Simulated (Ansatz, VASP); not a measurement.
**Two plane-wave programs on Br**

Contents of INCAR:

```
PREC = Accurate
ENCUT = 600
EDIFF = 1E-6
ISMEAR = -1
SIGMA = 0.05
LREAL = False
LASPH = True
NELM = 100
ALGO = Normal
ISIF = 3
LWAVE = False
LCHARG = False
GGA = PE
IBRION = 2
NSW = 100
EDIFFG = -0.005
```

KPOINTS

```
Automatic mesh
0
Gamma
  14 14 14
```

POSCAR

```
Br
1.0
    0.0000000000      2.5869375520      2.5869375520
    2.5869375520      0.0000000000      2.5869375520
    2.5869375520      2.5869375520      0.0000000000
Br
2
Direct
    0.0000000000      0.0000000000      0.0000000000
    0.2500000000      0.2500000000      0.2500000000
```

Input for Ansatz:

```yaml
crystal:
  lattice:
    - [0.0, 2.586937552, 2.586937552]
    - [2.586937552, 0.0, 2.586937552]
    - [2.586937552, 2.586937552, 0.0]
  atoms:
    - { symbol: Br, position: [0.0, 0.0, 0.0] }
    - { symbol: Br, position: [0.25, 0.25, 0.25] }
kpoints:
  mp_grid: { grid: [14, 14, 14] }
scf:
  occupations: { method: fermi_dirac, width: 0.05 }
hamiltonian:
  xc: pbe
  pseudopotentials: { kind: paw, azcp: { folder: soft_1 } }
output:
  forces: true
  stress: true
  write_density: true
  write_potential: true
  elf: true
  volumetric_format: npy
relax:
  f_tol: 0.005
  max_steps: 80
  cell: {}
```

Alike in both runs: task relaxation of cell and atoms; functional PBE; k mesh 14 × 14 × 14; occupations fermi-dirac, width 0.05 eV; no spin polarisation.

|  | VASP | Ansatz |
| --- | --- | --- |
| version | VASP 6.6.1 | Ansatz 0.2.0 |
| potentials or method | VASP PAW PBE potentials, release 64 (Br) | PAW with Ansatz's earlier generated frozen-core files (soft_1), scalar-relativistic |
| plane-wave cutoff (eV) | 600 | 420 |
| valence electrons in the cell | 14 | 14 |

Ansatz gave:

| Item | Value |
| --- | --- |
| relaxed volume (Å³/atom) | 42.90 |
| relaxed length of the cell vector where the two differ most in proportion (Å) | 4.951 |

Task: Estimate VASP's values.

Result: Relaxed volume (Å³/atom): 42.88; relaxed length of the cell vector where the two differ most in proportion (Å): 4.950.

Noted on VASP's run: the volume moved by over 15 % at a fixed basis, so the end points are rough.
